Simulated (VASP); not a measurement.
Write the native input for VASP 6.6.1 that does the following.

```yaml
Task: electric field gradients
Functional: PBE
Potentials_or_basis: VASP PAW PBE potentials, release 64 (H, Pb_d, N, O)
Cutoff: 520 eV
k_mesh: 7 × 5 × 5
Occupations: fermi-dirac, width 0.05 eV
Spin: no spin polarisation
Dipole_correction: no
Further_INCAR_settings: ALGO = Normal; EDIFF = 1e-08; NBANDS = 31
```

The structure of HPbNO4 lies in POSCAR:

```
HPbNO4
1.0
    3.8540400000      0.1438400000      0.0901200000
   -0.2532000000      5.5269800000      0.1647100000
   -0.4819700000     -1.9272000000      5.7202500000
H Pb N O
1 1 1 4
Direct
    0.1091300000      0.6571800000      0.5446300000
    0.6102900000      0.5212700000      0.1510000000
    0.9158000000      0.9626300000      0.9586700000
    0.0138400000      0.1363900000      0.8808400000
    0.7239800000      0.0105700000      0.1285800000
    0.0038900000      0.7373200000      0.8704300000
    0.1192700000      0.5932400000      0.3765100000
```

The input as run:

INCAR

```
SYSTEM = HPbNO4
PREC     = Accurate       ! precision mode
ENCUT    = 520            ! plane-wave cutoff, eV
EDIFF    = 1E-8           ! SCF threshold, eV
ISMEAR   = -1             ! smearing method
SIGMA    = 0.05           ! smearing width, eV
LREAL    = .FALSE.        ! projectors in reciprocal space
LASPH    = .TRUE.         ! aspherical terms in the spheres
NELM     = 60             ! most SCF steps
ALGO     = Normal         ! electronic algorithm
ISIF     = 2              ! what is computed and relaxed
LWAVE    = .FALSE.        ! write WAVECAR
LCHARG   = .FALSE.        ! write CHGCAR
GGA      = PE             ! functional
LEFG     = .TRUE.       
NBANDS   = 31             ! bands
```

KPOINTS

```
regular mesh
0
G
  7 5 5
  0 0 0
```

Potentials or basis: VASP PAW PBE potentials, release 64 (H, Pb_d, N, O).

Run with:

```console
$ cat potpaw_PBE.64/H/POTCAR potpaw_PBE.64/Pb_d/POTCAR potpaw_PBE.64/N/POTCAR potpaw_PBE.64/O/POTCAR > POTCAR
$ mpirun -np 1 vasp_std > vasp.out
```

It gave:

```json
{
  "Pressure": "0.5 GPa",
  "Largest force": "0.422 eV/Å",
  "Band gap on the k mesh": "3.14 eV (least direct gap 3.22 eV)",
  "Largest electric field gradient by atom": "H +38.1; Pb -272.4; N -6.4; O +206.6, +210.8, +212.1, -101.3 V/Å²"
}
```

Caveat: the standard files for N, O and F lose accuracy on very short bonds; without QUAD_EFG the Cq values of the log hold for a quadrupole moment of 1 mb, not for the nuclei; spin-orbit coupling is left out, which moves the levels of the heavy elements.

It took 7.4 min on 1 thread of Intel(R) Xeon(R) Platinum 8375C CPU @ 2.90GHz (Ice Lake) (shared host), peak memory 0.45 GiB.
